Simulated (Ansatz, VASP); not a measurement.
## One calculation of AlN, two programs

Contents of INCAR:

```
PREC = Accurate
ENCUT = 520
EDIFF = 1E-6
ISMEAR = 0
SIGMA = 0.05
LREAL = False
LASPH = True
NELM = 100
ALGO = Normal
ISIF = 2
LWAVE = False
LCHARG = False
GGA = PE
NBANDS = 36
```

Contents of KPOINTS:

```
Automatic mesh
0
Gamma
  8 8 2
```

The input POSCAR:

```
AlN
1.0
    2.1839935596     -2.1839935596      0.0000000000
    2.1839935596      0.0000000000     -2.1839935596
    8.8803118057      8.8803118057      8.8803118057
Al N
6 6
Direct
    0.6666666667      0.6666666667      0.0614513547
    0.0000000000      0.0000000000      0.8812399715
    0.3333333333      0.3333333333      0.2254090781
    0.6666666667      0.6666666667      0.5533245248
    0.0000000000      0.0000000000      0.3893668014
    0.3333333333      0.3333333333      0.7172822482
    0.6666666667      0.6666666667      0.4303562323
    1.0000000000      1.0000000000      0.2663985089
    0.3333333333      0.3333333333      0.5943139556
    0.6666666667      0.6666666667      0.9222294024
    0.0000000000      0.0000000000      0.7582716790
    0.3333333333      0.3333333333      0.1024407856
```

Input for Ansatz:

```yaml
crystal:
  lattice:
    - [2.1839935596, -2.1839935596, 0.0]
    - [2.1839935596, 0.0, -2.1839935596]
    - [8.8803118057, 8.8803118057, 8.8803118057]
  atoms:
    - { symbol: Al, position: [0.6666666667, 0.6666666667, 0.0614513547] }
    - { symbol: Al, position: [0.0, 0.0, 0.8812399715] }
    - { symbol: Al, position: [0.3333333333, 0.3333333333, 0.2254090781] }
    - { symbol: Al, position: [0.6666666667, 0.6666666667, 0.5533245248] }
    - { symbol: Al, position: [0.0, 0.0, 0.3893668014] }
    - { symbol: Al, position: [0.3333333333, 0.3333333333, 0.7172822482] }
    - { symbol: "N", position: [0.6666666667, 0.6666666667, 0.4303562323] }
    - { symbol: "N", position: [1.0, 1.0, 0.2663985089] }
    - { symbol: "N", position: [0.3333333333, 0.3333333333, 0.5943139556] }
    - { symbol: "N", position: [0.6666666667, 0.6666666667, 0.9222294024] }
    - { symbol: "N", position: [0.0, 0.0, 0.758271679] }
    - { symbol: "N", position: [0.3333333333, 0.3333333333, 0.1024407856] }
basis:
  ecutwfc: 420
kpoints:
  mp_grid: { grid: [8, 8, 2] }
hamiltonian:
  xc: pbe
scf:
  occupations: { method: gaussian, width: 0.05 }
output:
  forces: true
  stress: true
  eigenvalues: true
```

Alike in both runs: task single point; functional PBE; k mesh 8 × 8 × 2; occupations gaussian, width 0.05 eV; no spin polarisation.

```csv
,VASP,Ansatz
version,VASP 6.6.1,Ansatz 0.2.0
potentials or method,"VASP PAW PBE potentials, release 64 (Al, N), cutoff 520 eV","scalar-relativistic, plane waves, PAW"
valence electrons in the cell,48,48
```

Ansatz gave:

| Property | Result |
| --- | --- |
| gap on the k mesh at the Fermi level (eV) | 2.73 |
| least direct gap on the mesh (eV) | 3.42 |
| pressure (GPa) | 2.5 |
| traceless stress, the component that is largest in VASP (GPa) | -1.91 |
| rms of the force components (eV/Å) | 0.465 |

Task: Which values does VASP return?

Result: gap on the k mesh at the Fermi level (eV): 2.72; least direct gap on the mesh (eV): 3.42; pressure (GPa): 2.3; traceless stress, the component that is largest in VASP (GPa): -1.92; rms of the force components (eV/Å): 0.463.

Atom by atom the forces differ by 0.002 eV/Å (rms over components).
